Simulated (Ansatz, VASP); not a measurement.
## InAu in VASP and in Ansatz

INCAR

```
PREC     = Accurate       # precision mode
ENCUT    = 600            # plane-wave cutoff, eV
EDIFF    = 1E-6           # SCF threshold, eV
ISMEAR   = 0              # smearing method
SIGMA    = 0.1            # smearing width, eV
LREAL    = F              # projectors in reciprocal space
LASPH    = T              # aspherical terms in the spheres
NELM     = 100            # most SCF steps
ALGO     = Fast           # electronic algorithm
ISIF     = 3              # what is computed and relaxed
LWAVE    = F              # write WAVECAR
LCHARG   = F              # write CHGCAR
GGA      = PE             # functional
IBRION   = 2              # ionic algorithm
NSW      = 100            # ionic steps
EDIFFG   = -0.01          # ionic threshold
```

File KPOINTS:

```
regular mesh
0
Gamma
  12 12 8
```

File POSCAR:

```
InAu
1.0
    3.9237038026      0.0000000000      0.0000000000
    0.0000000000      3.9237038026      0.0000000000
    0.0000000000      0.0000000000      7.1999933266
In Au
2 2
Direct
    0.0000000000      0.0000000000      0.2984092586
    0.0000000000      0.0000000000      0.7015907414
    0.0000000000      0.5000000000      0.0000000000
    0.5000000000      0.0000000000      0.0000000000
```

Input for Ansatz:

```yaml
crystal:
  lattice:
    - [3.9237038026, 0.0, 0.0]
    - [0.0, 3.9237038026, 0.0]
    - [0.0, 0.0, 7.1999933266]
  atoms:
    - { symbol: In, position: [0.0, 0.0, 0.2984092586] }
    - { symbol: In, position: [0.0, 0.0, 0.7015907414] }
    - { symbol: Au, position: [0.0, 0.5, 0.0] }
    - { symbol: Au, position: [0.5, 0.0, 0.0] }
basis:
  ecutwfc: 420
kpoints:
  mp_grid: { grid: [12, 12, 8] }
hamiltonian:
  xc: pbe
scf:
  occupations: { method: gaussian, width: 0.1 }
output:
  forces: true
  stress: true
  eigenvalues: true
  write_density: true
  write_potential: true
  elf: true
  volumetric_format: npy
relax:
  adjacent_minimum: "off"
  f_tol: 0.01
  max_steps: 80
  cell: { stress_tol: 0.05 }
```

Alike in both runs: task relaxation of cell and atoms; functional PBE; k mesh 12 × 12 × 8; occupations gaussian, width 0.1 eV; no spin polarisation.

```csv
,VASP,Ansatz
version,VASP 6.6.1,Ansatz 0.2.0
potentials or method,"VASP PAW PBE potentials, release 64 (In_d, Au), cutoff 600 eV","scalar-relativistic, plane waves, PAW"
valence electrons in the cell,48,64
```

|  | VASP | Ansatz | Ansatz less VASP |
| --- | --- | --- | --- |
| gap on the k mesh at the Fermi level, each at its own relaxed structure (eV) | none | none | - |
| relaxed volume (Å³/atom) | 27.53 | 27.53 | -0.001 |
| relaxed length of the cell vector where the two differ most in proportion (Å) | 7.124 | 7.120 | -0.0041 |

A gap of «none» marks a metal or a gap that the smearing closes. VASP's potentials hold 48 valence electrons a cell and Ansatz's 64, so a difference there can come from the potentials and not from the codes.

Neither program's run includes spin-orbit coupling.
